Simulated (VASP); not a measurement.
LiF: single point with LDA

LiF:

```
Li F
1.0
     0.00000    1.95445    1.95445
     1.95445    0.00000    1.95445
     1.95445    1.95445    0.00000
Li F
1 1
Cartesian
  0.0000 0.0000 0.0000
  1.9544 1.9544 1.9544
```

| Item | Value |
| --- | --- |
| Program | VASP 6.6.1 |
| Task | single point |
| Functional | LDA |
| Potentials or basis | VASP PAW LDA potentials, release 64 (Li_sv, F) |
| Cutoff | 520 eV |
| k mesh | 10 × 10 × 10 |
| Occupations | fermi-dirac, width 0.02 eV |
| Spin | no spin polarisation |
| Dipole correction | no |
| Further INCAR settings | ALGO = Normal; EDIFF = 1e-07; NBANDS = 12 |

| Item | Value |
| --- | --- |
| Band gap on the k mesh | 9.69 eV |

Levels at points of the mesh, in eV from the valence-band top:
```csv
k point,band 1,band 2,band 3,band 4,band 5,band 6,band 7,band 8,band 9,band 10
"(0.00, 0.00, 0.00)",-39.59,-19.83,0.00,0.00,0.00,9.69,24.63,24.63,24.63,24.79
"(0.50, 0.00, 0.00)",-39.49,-19.31,-2.86,-0.26,-0.26,10.84,17.47,19.11,19.11,31.54
"(0.50, 0.50, 0.00)",-39.47,-18.95,-3.53,-1.18,-1.18,15.28,16.44,18.27,20.82,20.82
```

Run time: 5.3 s on 1 thread of Intel(R) Xeon(R) Platinum 8488C (Sapphire Rapids), with other jobs on the host, peak memory 0.12 GiB.

 A k mesh can miss the band edges.
